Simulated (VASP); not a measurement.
# Sb (R-3m) in VASP: settings compared, part 3 of 3

VASP 6.6.1. The steps go on from the part before.

**5. Single point, LDA (30.81 Å³/atom)**

This run uses another cell than the first one, of 30.81 Å³/atom.

INCAR

```
ALGO = Normal ; EDIFF = 1E-6
ENCUT = 520 ; GGA = CA
ISIF = 2 ; ISMEAR = -1
LASPH = True ; LCHARG = True
LELF = True ; LREAL = False
LVHAR = True ; LWAVE = False
NBANDS = 12 ; NELM = 60
PREC = Accurate ; SIGMA = 0.05
```

KPOINTS

```
k-points
0
Gamma
  8 8 8
```

POSCAR

```
Sb
1.0
    2.1684666409      1.2519647989      3.7828881425
   -2.1684666409      1.2519647989      3.7828881425
    0.0000000000     -2.5039295978      3.7828881425
Sb
2
Direct
    0.7665100000      0.7665100000      0.7665100000
    0.2334900000      0.2334900000      0.2334900000
```

Potentials or basis: VASP PAW LDA potentials, release 64 (Sb).

Command:

```
$ cat potpaw_LDA.64/Sb/POTCAR > POTCAR
$ mpirun -np 1 vasp_std > vasp.out
```

OUTCAR:

```text
EDIFF = 1E-6
   ENCUT = 520
   GGA = CA
   ISIF = 2
   ISMEAR = -1
   LASPH = True
   LREAL = False
   NELM = 60
   PREC = Accurate

 ion  position               nearest neighbor table
   1  0.767  0.767  0.767-   2 2.93   2 2.93   2 2.93   2 3.38   2 3.38   2 3.38
   2  0.233  0.233  0.233-   1 2.93   1 2.93   1 2.93   1 3.38   1 3.38   1 3.38

  LATTYP: Found a trigonal (rhomboedric) cell.
 ALAT       =     4.5365081427
 COS(alpha) =     0.5430253624

[... 548 lines left out ...]

------------------------ aborting loop because EDIFF is reached ----------------------------------------

  FORCE on cell =-STRESS in cart. coord.  units (eV):
  Direction    XX          YY          ZZ          XY          YZ          ZX
  --------------------------------------------------------------------------------------
  -------------------------------------------------------------------------------------
  Total       -0.7278462     -0.7278462     -0.8503315      0.0000000      0.0000000      0.0000000
  in kB      -18.9247684    -18.9247684    -22.1095154      0.0000000      0.0000000      0.0000000
  external PRESSURE =     -19.9863507 kB  Pullay stress =       0.0000000 kB

 VOLUME and BASIS-vectors are now :
 -----------------------------------------------------------------------------
  energy-cutoff  :      520.00
  volume of cell :       61.62
      direct lattice vectors                 reciprocal lattice vectors
     2.168466641  1.251964799  3.782888143     0.230577677  0.133124084  0.088116096
    -2.168466641  1.251964799  3.782888143    -0.230577677  0.133124084  0.088116096
     0.000000000 -2.503929598  3.782888143     0.000000000 -0.266248167  0.088116096

 POSITION                                       TOTAL-FORCE (eV/Angst)
 -----------------------------------------------------------------------------------
      0.00000      0.00000      8.69886         0.000000     -0.000000      0.025632
      0.00000      0.00000      2.64980         0.000000      0.000000     -0.025632
 -----------------------------------------------------------------------------------
    total drift:                                0.000000     -0.000000     -0.000000

  FREE ENERGIE OF THE ION-ELECTRON SYSTEM (eV)
  ---------------------------------------------------
  free  energy   TOTEN  =        -9.6147325643 eV

  energy  without entropy=       -9.6121834039  energy(sigma->0) =       -9.61345798
```

OSZICAR:

```text
N       E                     dE             d eps       ncg     rms          rms(c)
DAV:   1     0.361054884131E+02    0.36105E+02   -0.35544E+03  1560   0.659E+02
DAV:   2    -0.755876966054E+01   -0.43664E+02   -0.42024E+02  2112   0.108E+02
DAV:   3    -0.962095909901E+01   -0.20622E+01   -0.20511E+01  1928   0.265E+01
DAV:   4    -0.963862416302E+01   -0.17665E-01   -0.17663E-01  1764   0.300E+00
DAV:   5    -0.963886012342E+01   -0.23596E-03   -0.23596E-03  1920   0.374E-01    0.304E+00
DAV:   6    -0.962346234702E+01    0.15398E-01   -0.32615E-03  1796   0.292E-01    0.180E+00
DAV:   7    -0.961470743041E+01    0.87549E-02   -0.71303E-03  1800   0.428E-01    0.550E-02
DAV:   8    -0.961472866269E+01   -0.21232E-04   -0.18031E-04  1840   0.904E-02    0.171E-02
DAV:   9    -0.961473287842E+01   -0.42157E-05   -0.11467E-05  1908   0.193E-02    0.491E-03
DAV:  10    -0.961473256428E+01    0.31414E-06   -0.10785E-06  1224   0.575E-03
   1 F= -.96147326E+01 E0= -.96134580E+01  d E =-.254916E-02
```

stdout:

```text
POSCAR found type information on POSCAR Sb
 POSCAR found :  1 types and       2 ions
 scaLAPACK will be used
 LDA part: xc-table for (Slater(with rela. corr.)+CA(PZ))
 , standard interpolation
 POSCAR, INCAR and KPOINTS ok, starting setup
 FFT: planning ... GRIDC
 FFT: planning ... GRID_SOFT
 FFT: planning ... GRID
 WAVECAR not read
 entering main loop
```

Run time: 73 s. Hardware: 1 thread of AMD EPYC 7R13, shared host; peak memory 0.16 GiB.

What came out:

| Quantity | Value |
| --- | --- |
| Free energy | -9.6147 eV |
| Pressure | -2.0 GPa |
| Largest force | 0.026 eV/Å |
| Band gap on the k mesh | zero (bands 5 and 6 overlap by 0.30 eV) |

Forces in eV/Å, atoms in the order of the input:
```
Sb   0.000  0.000  0.026
Sb   0.000  0.000 -0.026
```

Caveat: spin-orbit coupling is left out, which moves the levels of the heavy elements.

**6. Single point, PBE**

This run uses another cell than the first one, of 30.21 Å³/atom.

INCAR

```
SYSTEM = Sb
  ALGO = Normal
  EDIFF = 1E-6
  ENCUT = 500
  GGA = PE
  GGA_COMPAT = .FALSE.
  ISIF = 2
  ISMEAR = -1
  LASPH = .TRUE.
  LCHARG = .TRUE.
  LELF = .TRUE.
  LREAL = .FALSE.
  LVHAR = .TRUE.
  LWAVE = .FALSE.
  NBANDS = 12
  NELM = 120
  PREC = Accurate
  SIGMA = 0.05
```

KPOINTS

```
k-points
0
G
  4 4 4
  0 0 0
```

POSCAR

```
Sb
1.0
    2.1542000000      1.2437279499      3.7580000000
   -2.1542000000      1.2437279499      3.7580000000
    0.0000000000     -2.4874558998      3.7580000000
Sb
2
Direct
    0.7665100000      0.7665100000      0.7665100000
    0.2334900000      0.2334900000      0.2334900000
```

Potentials or basis: VASP PAW PBE potentials, release 64 (Sb).

Command:

```
$ cat potpaw_PBE.64/Sb/POTCAR > POTCAR
$ mpirun -np 1 vasp_std > vasp.out
```

Run time: 14 s. Hardware: 1 thread of Intel Xeon 8259CL, shared host; peak memory 0.19 GiB.

Results (log left out):

* Free energy: -8.3004 eV
* Pressure: 2.8 GPa
* Largest force: 0.040 eV/Å

Forces on the atoms (eV/Å):
```
Sb   0.000  0.000  0.040
Sb   0.000  0.000 -0.040
```

Stress tensor (GPa, compression positive):
```
3.28 0.00 0.00
0.00 3.28 0.00
0.00 0.00 1.90
```

Levels at points of the mesh, in eV from the Fermi level:
```
           k point  band 3  band 4  band 5  band 6  band 7  band 8
(0.00, 0.00, 0.00)   -1.82   -1.55   -1.55    2.34    2.95    2.95
(0.50, 0.00, 0.00)   -1.69   -1.58   -0.05    0.05    0.43    0.74
(0.50, 0.50, 0.00)   -5.20   -3.51   -3.41    1.78    5.19    5.76
(0.50, 0.50, 0.50)   -1.06   -1.06   -0.20    0.37    0.37    1.35
```

Caveat: the k points lie up to 0.44 Å⁻¹ apart; spin-orbit coupling is left out, which moves the levels of the heavy elements.

**7. The runs side by side**

| level | potentials or basis | cell | k mesh | cutoff (eV) | grid for exact exchange (PRECFOCK) | share of exact exchange | screening parameter | gap on the mesh (eV) | pressure (GPa) | largest force (eV/Å) |
| --- | --- | --- | --- | --- | --- | --- | --- | --- | --- | --- |
| HSE06 | VASP PAW PBE potentials, release 64 (Sb) | a = 4.446 Å, angles 57.1°, 2 atoms | 4 × 4 × 4 | 520 | Normal | 0.25 | 0.2079 1/Å | - | 2.5 | 0.18 |
| LDA | VASP PAW LDA potentials, release 64 (Sb) | a = 4.415 Å, angles 57.1°, 2 atoms | 8 × 8 × 8 | 520 | - | - | - | none | 3.1 | 0.43 |
| LDA | VASP PAW LDA potentials, release 64 (Sb) | a = 4.446 Å, angles 57.1°, 2 atoms | 8 × 8 × 8 | 520 | - | - | - | none | 1.6 | 0.30 |
| LDA | VASP PAW LDA potentials, release 64 (Sb) | a = 4.537 Å, angles 57.1°, 2 atoms | 8 × 8 × 8 | 520 | - | - | - | none | -2.0 | 0.03 |
| PBE | VASP PAW PBE potentials, release 64 (Sb) | a = 4.507 Å, angles 57.1°, 2 atoms | 4 × 4 × 4 | 500 | - | - | - | - | 2.8 | 0.04 |

Alike in all rows: task single point; no spin polarisation; smearing fermi-dirac 0.05 eV.

Caveats: some runs use coarse meshes; spin-orbit coupling is left out, which moves the levels of the heavy elements; the PAW data sets were made with another functional, which shifts forces and pressure a little (at least some runs); the cell stands under pressure (at least some runs).

Total energies depend on the potentials used, so only differences within one code and one set of settings carry meaning.
